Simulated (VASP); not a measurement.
Input of a VASP 6.6.1 run:

INCAR

```
  PREC = Accurate
  ENCUT = 520
  EDIFF = 1E-6
  ISMEAR = 0
  SIGMA = 0.1
  LREAL = False
  LASPH = True
  NELM = 100
  ALGO = Normal
  ISIF = 2
  LWAVE = False
  LCHARG = False
  GGA = PS
  NBANDS = 18
```

Contents of KPOINTS:

```
regular mesh
0
Gamma
  14 14 14
```

File POSCAR:

```
GaNi
1.0
    2.9012893448      0.0000000000      0.0000000000
    0.0000000000      2.9012893448      0.0000000000
    0.0000000000      0.0000000000      2.9012893448
Ga Ni
1 1
Direct
    0.0000000000      0.0000000000      0.0000000000
    0.5000000000      0.5000000000      0.5000000000
```

Potentials or basis: VASP PAW PBE potentials, release 64 (Ga_d, Ni).

Launch:

```bash
$ cat potpaw_PBE.64/Ga_d/POTCAR potpaw_PBE.64/Ni/POTCAR > POTCAR
$ mpirun -np 1 vasp_std > vasp.out
```

(1) Estimate the pressure.

## Answers

(1) -4.6 GPa.

Caveat: the PAW data sets were made with another functional, which shifts forces and pressure a little.
